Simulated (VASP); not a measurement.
# SiC (P6/mmm) in VASP: relaxation of cell and atoms with PBE

Aim: the relaxation of cell and atoms of SiC with PBE.

All numbers are computed with VASP 6.6.1; they aren't measurements. Logs are shortened: lines on timing, memory, paths and dates and some standing lists are left out, and cuts for length are marked.

**1. The cell of the first run**

It takes space group P6/mmm (No. 191, hexagonal). Conventional cell: a = 5.371 Å, b = 5.371 Å, c = 3.893 Å, α = 90.00°, β = 90.00°, γ = 120.00°. Within 3.5 Å of Si (site symmetry mmm) lie 6 C at 2.69 to 2.99 Å and 4 Si at 2.69 Å. C (site symmetry 6/mmm) has 2 C at 1.31 Å within 1.8 Å. Within 1.7 Å of C (site symmetry 6mm) lie 2 C at 1.27 to 1.31 Å.

The cell was generated, and may not be a known phase.

**2. Relaxation of cell and atoms, PBE**

Contents of INCAR:

```
SYSTEM = SiC
PREC = Accurate
ENCUT = 600
EDIFF = 1E-6
ISMEAR = 0
SIGMA = 0.1
LREAL = .False.
LASPH = .True.
NELM = 80
ALGO = Normal
ISIF = 3
LWAVE = .False.
LCHARG = .False.
GGA = PE
IBRION = 2
NSW = 100
EDIFFG = -0.01
```

Contents of KPOINTS:

```
regular mesh
0
Gamma
  12 12 10
  0 0 0
```

Contents of POSCAR:

```
SiC
1.0
    5.3708260158      0.0000000000      0.0000000000
   -2.6854130079      4.6512717690      0.0000000000
    0.0000000000      0.0000000000      3.8934084918
Si C
3 3
Direct
    0.5000000000      0.0000000000      0.5000000000
    0.0000000000      0.5000000000      0.5000000000
    0.5000000000      0.5000000000      0.5000000000
    0.0000000000      0.0000000000      0.5000000000
    0.0000000000      0.0000000000      0.8364604233
    0.0000000000      0.0000000000      0.1635395767
```

Potentials or basis: VASP PAW PBE potentials, release 64 (Si, C).

Command:

```
$ cat potpaw_PBE.64/Si/POTCAR potpaw_PBE.64/C/POTCAR > POTCAR
$ mpirun -np 1 vasp_std > vasp.out
```

OUTCAR:

```text
SYSTEM = SiC
   PREC = Accurate
   ENCUT = 600
   EDIFF = 1E-6
   ISMEAR = 0
   LREAL = .False.
   LASPH = .True.
   NELM = 80
   ISIF = 3
   GGA = PE
   IBRION = 2
   NSW = 100
   EDIFFG = -0.01

 ion  position               nearest neighbor table
   1  0.500  0.000  0.500-   2 2.69   3 2.69   3 2.69   2 2.69
   2  0.000  0.500  0.500-   3 2.69   3 2.69   1 2.69   1 2.69
   3  0.500  0.500  0.500-   2 2.69   2 2.69   1 2.69   1 2.69
   4  0.000  0.000  0.500-   5 1.31   6 1.31
   5  0.000  0.000  0.836-   6 1.27   4 1.31
   6  0.000  0.000  0.164-   5 1.27   4 1.31

  LATTYP: Found a hexagonal cell.
 ALAT       =     5.3708260158
 C/A-ratio  =     0.7249180071

  Lattice vectors:

 A1 = (   5.3708260158,   0.0000000000,   0.0000000000)
 A2 = (  -2.6854130079,   4.6512717690,   0.0000000000)
 A3 = (   0.0000000000,   0.0000000000,   3.8934084918)

Analysis of symmetry for initial positions (statically):
=====================================================================
 Subroutine PRICEL returns:
 Original cell was already a primitive cell.

 Routine SETGRP: Setting up the symmetry group for a
 hexagonal supercell.

 Subroutine GETGRP returns: Found 24 space group operations
 (whereof 24 operations were pure point group operations)
 out of a pool of 24 trial point group operations.

The static configuration has the point symmetry D_6h.

Analysis of symmetry for dynamics (positions and initial velocities):
=====================================================================
 Subroutine PRICEL returns:
 Original cell was already a primitive cell.

 Routine SETGRP: Setting up the symmetry group for a
 hexagonal supercell.

 Subroutine GETGRP returns: Found 24 space group operations
 (whereof 24 operations were pure point group operations)
 out of a pool of 24 trial point group operations.

The dynamic configuration has the point symmetry D_6h.

 Subroutine INISYM returns: Found 24 space group operations
 (whereof 24 operations are pure point group operations),
 and found     1 'primitive' translations

----------------------------------------------------------------------------------------

                                     Primitive cell

  volume of cell :      97.2619

  direct lattice vectors                    reciprocal lattice vectors
     5.370826016  0.000000000  0.000000000     0.186191099  0.107497481  0.000000000
    -2.685413008  4.651271769  0.000000000     0.000000000  0.214994963  0.000000000
     0.000000000  0.000000000  3.893408492     0.000000000  0.000000000  0.256844357

  length of vectors
     5.370826016  5.370826016  3.893408492     0.214994963  0.214994963  0.256844357

  position of ions in fractional coordinates (direct lattice)
     0.500000000  0.000000000  0.500000000
     0.000000000  0.500000000  0.500000000
     0.500000000  0.500000000  0.500000000
     0.000000000  0.000000000  0.500000000
     0.000000000  0.000000000  0.836460423
     0.000000000  0.000000000  0.163539577

  ion indices of the primitive-cell ions
   primitive index   ion index
                 1           1
                 2           2
                 3           3
                 4           4
                 5           5
                 6           6

----------------------------------------------------------------------------------------

 KPOINTS: regular mesh

Automatic generation of k-mesh.
 Grid dimensions read from file:
 generate k-points for:   12   12   10

 Generating k-lattice:

  Cartesian coordinates                     Fractional coordinates (reciprocal lattice)
     0.015515925  0.008958123  0.000000000     0.083333333  0.000000000  0.000000000
     0.000000000  0.017916247  0.000000000     0.000000000  0.083333333  0.000000000
     0.000000000  0.000000000  0.025684436     0.000000000  0.000000000  0.100000000

  Length of vectors
     0.017916247  0.017916247  0.025684436

  Shift w.r.t. Gamma in fractional coordinates (k-lattice)
     0.000000000  0.000000000  0.000000000

 Subroutine IBZKPT returns following result:
 ===========================================

 Found    114 irreducible k-points:

 Following reciprocal coordinates:
            Coordinates               Weight
  0.000000  0.000000  0.000000      1.000000
  0.083333 -0.000000  0.000000      6.000000
  0.166667  0.000000  0.000000      6.000000
  0.250000  0.000000  0.000000      6.000000
  0.333333  0.000000  0.000000      6.000000
  0.416667  0.000000  0.000000      6.000000
[... 16 lines left out ...]
  0.250000  0.000000  0.100000     12.000000
  0.333333  0.000000  0.100000     12.000000
 [... further k-points ...]
   k-points           NKPTS =    114   k-points in BZ     NKDIM =    114   number of bands    NBANDS=     16
   number of dos      NEDOS =    301   number of ions     NIONS =      6
   total plane-waves  NPLWV =  73728
   dimension x,y,z NGX =    48 NGY =   48 NGZ =   32
   dimension x,y,z NGXF=    96 NGYF=   96 NGZF=   64
   ions per type =               3   3
   NGX,Y,Z   is equivalent  to a cutoff of  14.86, 14.86, 13.66 a.u.
   NGXF,Y,Z  is equivalent  to a cutoff of  29.72, 29.72, 27.33 a.u.
 SYSTEM =  SiC
   PREC   = accura    normal or accurate (medium, high low for compatibility)
   ISTART =      0    job   : 0-new  1-cont  2-samecut
   ICHARG =      2    charge: 1-file 2-atom 10-const
   ISPIN  =      1    spin polarized calculation?
   LNONCOLLINEAR =      F non collinear calculations
   LSORBIT =      F    spin-orbit coupling
   LASPH  =      T    aspherical Exc in radial PAW
   ENCUT  =  600.0 eV  44.10 Ry    6.64 a.u.  10.73 10.73  7.78*2*pi/ulx,y,z
   NELM   =     80;   NELMIN=  2; NELMDL= -5     # of ELM steps
   EDIFF  = 0.1E-05   stopping-criterion for ELM
   LREAL  =      F    real-space projection
   EDIFFG = -.1E-01   stopping-criterion for IOM
   NSW    =    100    number of steps for IOM
   IBRION =      2    ionic relax: 0-MD 1-quasi-New 2-CG
   NFREE  =      1    steps in history (QN), initial steepest desc. (CG)
   ISIF   =      3    stress and relaxation
   ISYM   =      2    0-nonsym 1-usesym 2-fastsym
   POTIM  = 0.5000    time-step for ionic-motion
   TEBEG  =    0.0;   TEEND  =   0.0 temperature during run
   PSTRESS=    0.0 pullay stress
   NELECT =      24.0000    total number of electrons
   NUPDOWN=      -1.0000    fix difference up-down
   EMIN   =  10.00;   EMAX   =-10.00  energy-range for DOS
   EFERMI =   0.00;   METHOD = LEGACY
   ISMEAR =     0;   SIGMA  =   0.10  broadening in eV -4-tet -1-fermi 0-gaus
   EFERMI_NEDOS =   21; number of points for ismear=-14 and -15
   IALGO  =     38    algorithm
   IMIX   =      4    mixing-type and parameters
     AMIX     =   0.40;   BMIX     =  1.00
     AMIX_MAG =   1.60;   BMIX_MAG =  1.00
  volume/ion in A,a.u.               =      16.21       109.39
  Fermi-wavevector in a.u.,A,eV,Ry     =   1.026828  1.940423 14.345650  1.054376
  Thomas-Fermi vector in A             =   2.160741
   LORBIT       =      0    0 simple, 1 ext, 2 COOP (PROOUT), +10 PAW based schemes
   GGA     = PE    functional components
   LHFCALC =     F    Hartree Fock is set to
   AEXX    =    0.0000 exact exchange contribution
   IVDW    =     0    specifies the selected vdW correction
   LEPSILON=     F    determine dielectric tensor
   LRPA    =     F    only Hartree local field effects (RPA)
 conjugate gradient relaxation of ions
 non-spin polarized calculation
 Gauss-broadening in eV      SIGMA  =   0.10
  energy-cutoff  :      600.00
  volume of cell :       97.26
 maximum number of plane-waves:      3276
 NGX is ok and might be reduce to    48
   NGX = 21   NGY = 21   NGZ = 15

--------------------------------------- Ionic step        1  -------------------------------------------

 number of electron      23.9999999 magnetization

 Free energy of the ion-electron system (eV)
  ---------------------------------------------------
  ext. energy  EPLUGINS =         0.00000000
  ---------------------------------------------------
  free energy    TOTEN  =       -35.62943471 eV

  energy without entropy =      -35.61481589  energy(sigma->0) =      -35.62212530

------------------------ aborting loop because EDIFF is reached ----------------------------------------

  FORCE on cell =-STRESS in cart. coord.  units (eV):
  Direction    XX          YY          ZZ          XY          YZ          ZX
  --------------------------------------------------------------------------------------
  -------------------------------------------------------------------------------------
  Total       -0.8067816     -0.8067816      0.8248870      0.0000000      0.0000000      0.0000000
  in kB      -13.2899644    -13.2899644     13.5882099      0.0000000      0.0000000      0.0000000
  external PRESSURE =      -4.3305730 kB  Pullay stress =       0.0000000 kB

 VOLUME and BASIS-vectors are now :
 -----------------------------------------------------------------------------
  energy-cutoff  :      600.00
  volume of cell :       97.26
      direct lattice vectors                 reciprocal lattice vectors
     5.370826016  0.000000000  0.000000000     0.186191099  0.107497481  0.000000000
    -2.685413008  4.651271769  0.000000000     0.000000000  0.214994963  0.000000000
     0.000000000  0.000000000  3.893408492     0.000000000  0.000000000  0.256844357
[... 281 lines left out ...]
 POSITION                                       TOTAL-FORCE (eV/Angst)
 -----------------------------------------------------------------------------------
      0.00000      4.60400      1.95175         0.000000     -0.000000      0.000000
      3.98718      2.30200      1.95175         0.000000     -0.000000      0.000000
      1.32906      2.30200      1.95175         0.000000     -0.000000      0.000000
      2.65812      4.60400      1.95175         0.000000     -0.000000      0.000000
      0.00000      0.00000      3.27162        -0.000000     -0.000000     -0.475914
      0.00000      0.00000      0.63188         0.000000      0.000000      0.475914
 -----------------------------------------------------------------------------------
    total drift:                               -0.000000      0.000000     -0.000000

  FREE ENERGIE OF THE ION-ELECTRON SYSTEM (eV)
  ---------------------------------------------------
  free  energy   TOTEN  =       -35.6391236502 eV

  energy  without entropy=      -35.6257594422  energy(sigma->0) =      -35.63244155

--------------------------------------- Ionic step        9  -------------------------------------------

 number of electron      23.9999999 magnetization

 Free energy of the ion-electron system (eV)
  ---------------------------------------------------
  ext. energy  EPLUGINS =         0.00000000
  ---------------------------------------------------
  free energy    TOTEN  =       -35.64060438 eV

  energy without entropy =      -35.62715990  energy(sigma->0) =      -35.63388214

 E-fermi :   4.8446     XC(G=0):  -9.5416

 val. band max:        4.8200321255   @ k =   0.3333   0.2500   0.2000
 cond. band min:       4.8454600638   @ k =   0.4167   0.1667   0.0000
 fundamental gap:      0.0254279383
 Fermi energy:         4.8446387720

 k-point     1 :       0.0000    0.0000    0.0000
  band No.  band energies     occupation
      1     -12.6842      2.00000
      2      -7.5869      2.00000
      3      -7.5251      2.00000
      4      -4.8810      2.00000
      5      -2.8291      2.00000
      6      -2.8291      2.00000
[... 8 lines left out ...]
     15       7.8007      0.00000
     16       7.8007      0.00000
[... 419 lines left out ...]
 k-point    24 :       0.3333    0.0000    0.1000
  band No.  band energies     occupation
      1     -12.5736      2.00000
      2      -8.3339      2.00000
      3      -6.7646      2.00000
      4      -5.2962      2.00000
      5      -3.1737      2.00000
      6      -2.8905      2.00000
[... 8 lines left out ...]
     15       6.8614      0.00000
     16       7.8159      0.00000

 [... further k-points ...]

------------------------ aborting loop because EDIFF is reached ----------------------------------------

  FORCE on cell =-STRESS in cart. coord.  units (eV):
  Direction    XX          YY          ZZ          XY          YZ          ZX
  --------------------------------------------------------------------------------------
  -------------------------------------------------------------------------------------
  Total       -0.0220810     -0.0220810      0.0547273      0.0000000      0.0000000     -0.0000000
  in kB       -0.3695746     -0.3695746      0.9159840      0.0000000      0.0000000     -0.0000000
  external PRESSURE =       0.0589449 kB  Pullay stress =       0.0000000 kB

 VOLUME and BASIS-vectors are now :
 -----------------------------------------------------------------------------
  energy-cutoff  :      600.00
  volume of cell :       95.73
      direct lattice vectors                 reciprocal lattice vectors
     5.319801152 -0.000000000 -0.000000000     0.187976951  0.108528543 -0.000000000
    -2.659900576  4.607082941  0.000000000     0.000000000  0.217057086 -0.000000000
     0.000000000  0.000000000  3.905759720     0.000000000  0.000000000  0.256032135

 POSITION                                       TOTAL-FORCE (eV/Angst)
 -----------------------------------------------------------------------------------
      2.65990      0.00000      1.95288        -0.000000     -0.000000      0.000000
     -1.32995      2.30354      1.95288        -0.000000      0.000000      0.000000
      1.32995      2.30354      1.95288        -0.000000     -0.000000      0.000000
      0.00000      0.00000      1.95288        -0.000000      0.000000      0.000000
      0.00000      0.00000      3.27063         0.000000      0.000000      0.001739
      0.00000      0.00000      0.63513        -0.000000     -0.000000     -0.001739
 -----------------------------------------------------------------------------------
    total drift:                                0.000000      0.000000     -0.000000

  FREE ENERGIE OF THE ION-ELECTRON SYSTEM (eV)
  ---------------------------------------------------
  free  energy   TOTEN  =       -35.6406043814 eV

  energy  without entropy=      -35.6271599034  energy(sigma->0) =      -35.63388214

 reached required accuracy - stopping structural energy minimisation
```

It took 13 min on 1 thread of Intel Xeon Platinum 8488C (Sapphire Rapids), shared host; peak memory 0.39 GiB.

Results:

```yaml
Free_energy: -35.6406 eV
Relaxed_volume: 15.95 Å³/atom
Relaxed_cell: a = 5.320 Å, b = 5.320 Å, c = 3.906 Å, α = 90.00°, β = 90.00°, γ = 120.00°
Space_group_after_relaxing_to_0.1_Å: P6/mmm (No. 191)
Energy_gained_by_relaxing: 1.9 meV/atom
Ionic_steps: 9
Pressure_after_relaxing: 0.0 GPa
Band_gap_on_the_k_mesh: zero (bands 12 and 13 overlap by 1.87 eV)
```

Step by step:
| step | energy change (eV) | largest force (eV/Å) | pressure (GPa) | volume (Å³) |
| --- | --- | --- | --- | --- |
| 1 | 0.0000 | 0.4274 | -0.43 | 97.26 |
| 2 | 0.0383 | 2.8270 | -0.66 | 96.64 |
| 3 | -0.0039 | 0.3319 | -0.55 | 97.12 |
| 4 | -0.0071 | 0.1592 | -0.97 | 96.19 |
| 5 | -0.0091 | 0.0294 | -0.82 | 96.55 |
| 6 | -0.0109 | 0.1706 | 0.21 | 95.52 |
| 7 | -0.0111 | 0.1200 | -0.05 | 95.77 |
| 8 | -0.0097 | 0.4759 | 0.24 | 95.54 |
| 9 | -0.0112 | 0.0017 | 0.01 | 95.73 |

Final structure:
```
Si C
1.0
     5.31980    0.00000    0.00000
    -2.65990    4.60708    0.00000
     0.00000    0.00000    3.90576
Si C
3 3
Cartesian
  2.6599 0.0000 1.9529
  -1.3300 2.3035 1.9529
  1.3300 2.3035 1.9529
  0.0000 0.0000 1.9529
  0.0000 0.0000 3.2706
  0.0000 0.0000 0.6351
```

The gap in the log of VASP goes by the Fermi energy; the results here count the filled bands.